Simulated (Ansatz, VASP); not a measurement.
**One calculation of Al3Cu, two programs**

```xyz
4
Lattice="4.0359 0.0000 0.0000 0.0000 4.0359 0.0000 0.0000 0.0000 3.7982" Properties=species:S:1:pos:R:3 pbc="T T T"
Al    0.0000    2.0180    1.8991
Al    2.0180    0.0000    1.8991
Al    2.0180    2.0180    0.0000
Cu    0.0000    0.0000    0.0000
```

Alike in both runs: task single point; functional LDA; k mesh 12 × 12 × 12; occupations gaussian, width 0.15 eV; no spin polarisation.

|  | VASP | Ansatz |
| --- | --- | --- |
| version | VASP 6.6.1 | Ansatz 0.2.0 |
| potentials or method | VASP PAW LDA potentials, release 64 (Al, Cu), cutoff 520 eV | scalar-relativistic, plane waves, PAW |
| valence electrons in the cell | 20 | 28 |

```csv
,VASP,Ansatz,Ansatz less VASP
gap on the k mesh at the Fermi level (eV),none,none,-
pressure (GPa),-6.4,-6.7,-0.35
"traceless stress, the component that is largest in VASP (GPa)",3.88,3.86,-0.029
```

Ansatz warns that its potentials were made for another functional, while VASP's fit it. LDA's correlation is that of Perdew and Zunger in VASP and of Perdew and Wang (1992) in Ansatz. A gap of «none» marks a metal or a gap that the smearing closes. VASP's potentials hold 20 valence electrons a cell and Ansatz's 28, so a difference there can come from the potentials and not from the codes.
